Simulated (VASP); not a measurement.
Set up this calculation in VASP 6.6.1, as the native input.

* Task: single point
* Functional: PBE
* Potentials or basis: VASP PAW PBE potentials, release 64 (Cs_sv, Cl)
* Cutoff: 500 eV
* k mesh: 4 × 4 × 4
* Occupations: gaussian, width 0.01 eV
* Spin: no spin polarisation
* Dipole correction: no
* Further INCAR settings: ALGO = Normal; EDIFF = 1e-06; NBANDS = 15

The structure of CsCl lies in POSCAR:

```
CsCl
1.0
    4.1368327747      0.0000000000      0.0000000000
    0.0000000000      4.1368327747      0.0000000000
    0.0000000000      0.0000000000      4.1368327747
Cs Cl
1 1
Direct
    0.0000000000      0.0000000000      0.0000000000
    0.5000000000      0.5000000000      0.5000000000
```

The input as run:

INCAR

```
SYSTEM = CsCl
ALGO = Normal
EDIFF = 1E-6
ENCUT = 500
GGA = PE
GGA_COMPAT = .FALSE.
ISIF = 2
ISMEAR = 0
LASPH = .TRUE.
LCHARG = .FALSE.
LREAL = .FALSE.
LWAVE = .FALSE.
NBANDS = 15
NELM = 120
PREC = Accurate
SIGMA = 0.01
```

KPOINTS

```
k-points
0
G
  4 4 4
  0 0 0
```

Potentials or basis: VASP PAW PBE potentials, release 64 (Cs_sv, Cl).

Run with:

```console
$ cat potpaw_PBE.64/Cs_sv/POTCAR potpaw_PBE.64/Cl/POTCAR > POTCAR
$ mpirun -np 1 vasp_std > vasp.out
```

It gave:

| Item | Value |
| --- | --- |
| Pressure | 0.8 GPa |
| Band gap on the k mesh | 5.21 eV |

Caveat: spin-orbit coupling is left out, which moves the levels of the heavy elements.

It took 13 s on 1 thread of Intel Xeon 8259CL, on a shared host, peak memory 0.16 GiB.
